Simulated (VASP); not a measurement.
**MgS: single point with PBEsol**

MgS:

```
Mg S
1.0
     0.00000   -2.79057   -2.79057
    -2.79057    0.00000   -2.79057
     2.79057    2.79057   -5.58114
Mg S
2 2
Direct
  0.00000 0.00000 0.00000
  0.50000 0.50000 0.50000
  0.37500 0.37500 0.87500
  0.87500 0.87500 0.37500
```

- Program: VASP 6.6.1
- Task: single point
- Functional: PBEsol
- Potentials or basis: VASP PAW PBE potentials, release 64 (Mg, S)
- Cutoff: 520 eV
- k mesh: 9 × 9 × 8
- Occupations: gaussian, width 0.05 eV
- Spin: no spin polarisation

```yaml
Pressure: 2.3 GPa
Band_gap_on_the_k_mesh: 3.51 eV
```

Levels at points of the mesh, in eV from the valence-band top:
```tsv
k point	band 5	band 6	band 7	band 8	band 9	band 10	band 11	band 12
(0.00, 0.00, 0.00)	-0.34	0.00	0.00	0.00	3.51	5.15	7.60	7.60
(0.00, 0.00, 0.50)	-0.18	-0.18	-0.18	-0.18	5.04	5.04	7.87	7.87
```

It took 6.8 min on 1 thread of Oxide Virtual Turin-like Processor, with other jobs on the host, peak memory 0.48 GiB.

Caveat: the PAW data sets were made with another functional, which shifts forces and pressure a little. A k mesh can miss the band edges.
